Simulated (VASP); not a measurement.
Input of a VASP 6.6.1 run:

The input INCAR:

```
  ALGO = Normal
  EDIFF = 1E-6
  EDIFFG = -0.025
  ENCUT = 600
  GGA = PE
  IBRION = 2
  ISIF = 3
  ISMEAR = 0
  KPAR = 4
  LASPH = T
  LCHARG = F
  LREAL = F
  LWAVE = F
  NELM = 60
  NSW = 80
  PREC = Accurate
  SIGMA = 0.1
```

Contents of KPOINTS:

```
k-points
0
Gamma
  4 4 4
```

Contents of POSCAR:

```
Zn5Se2S3
1.0
    0.0270647461     -4.0094511717      0.0121592485
    3.9177471595     -0.0270647461     -0.0656708894
   -2.2045360661      1.9752780671     13.8300647412
Zn Se S
5 2 3
Direct
    0.2878494818      0.8873200131      0.7057679921
    0.9212550392      0.4200041211      0.9179231772
    0.5190658891      0.0614643576      0.0920369281
    0.1818269106      0.6845942376      0.3137716095
    0.8187991654      0.2218750634      0.5029536988
    0.9761933782      0.8960265387      0.7879000154
    0.0903405280      0.0977611976      0.2088749975
    0.7185039224      0.6275907896      0.3892038630
    0.2723718173      0.3257106358      0.5913659104
    0.4637938680      0.5276530456     -0.0097981920
```

Potentials or basis: VASP PAW PBE potentials, release 64 (Zn, Se, S).

The run is started by

```console
$ cat potpaw_PBE.64/Zn/POTCAR potpaw_PBE.64/Se/POTCAR potpaw_PBE.64/S/POTCAR > POTCAR
$ mpirun -np 4 vasp_std > vasp.out
```

Estimate the band gap on the k mesh.

1.55 eV.

What does it give for the relaxed volume?

21.57 Å³/atom.

Estimate the space group after relaxing (to 0.1 Å).

I-4m2 (No. 119).

Final structure:
```
Zn Se S
1.0
     0.00079   -3.95063    0.00041
     3.94916   -0.00161   -0.00080
    -1.97332    1.97647   13.82768
Zn Se S
5 2 3
Direct
  0.34703 0.84366 0.69137
  0.94858 0.45397 0.90437
  0.54471 0.04799 0.09590
  0.15664 0.65349 0.30862
  0.75312 0.25104 0.49994
  0.89936 0.90015 0.79773
  0.09880 0.10016 0.20211
  0.70421 0.70272 0.40424
  0.30027 0.29671 0.59549
  0.49727 0.50011 0.00023
```

A k mesh can miss the band edges.
